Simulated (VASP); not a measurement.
**SnTe: single point with LDA**

SnTe:

```xyz
2
Lattice="0.0000 3.1893 3.1893 3.1893 0.0000 3.1893 3.1893 3.1893 0.0000" Properties=species:S:1:pos:R:3 pbc="T T T"
Sn    0.0000    0.0000    0.0000
Te    3.1893    3.1893    3.1893
```

* Program: VASP 6.6.1
* Task: single point
* Functional: LDA
* Potentials or basis: VASP PAW LDA potentials, release 64 (Sn_d, Te)
* Cutoff: 500 eV
* k mesh: 4 × 4 × 4
* Occupations: fermi-dirac, width 0.02 eV
* Spin: no spin polarisation

```
Pressure               : -3.3 GPa
Band gap on the k mesh : 0.01 eV, direct
```

Levels at points of the mesh, in eV from the valence-band top:
| k point | band 7 | band 8 | band 9 | band 10 | band 11 | band 12 | band 13 | band 14 |
| --- | --- | --- | --- | --- | --- | --- | --- | --- |
| (0.00, 0.00, 0.00) | -4.91 | -2.00 | -2.00 | -2.00 | 3.24 | 3.24 | 3.24 | 4.87 |
| (0.50, 0.00, 0.00) | -8.16 | -1.66 | -1.66 | 0.00 | 0.01 | 0.42 | 0.42 | 7.66 |
| (0.50, 0.50, 0.00) | -6.50 | -5.28 | -3.52 | -3.52 | 2.35 | 4.70 | 4.70 | 6.05 |

Run time: 21 s on 1 thread of Intel Xeon 8259CL, on a shared host, peak memory 0.17 GiB.

Caveat: the k points lie up to 0.43 Å⁻¹ apart; spin-orbit coupling is left out, which moves the levels of the heavy elements. A k mesh can miss the band edges.
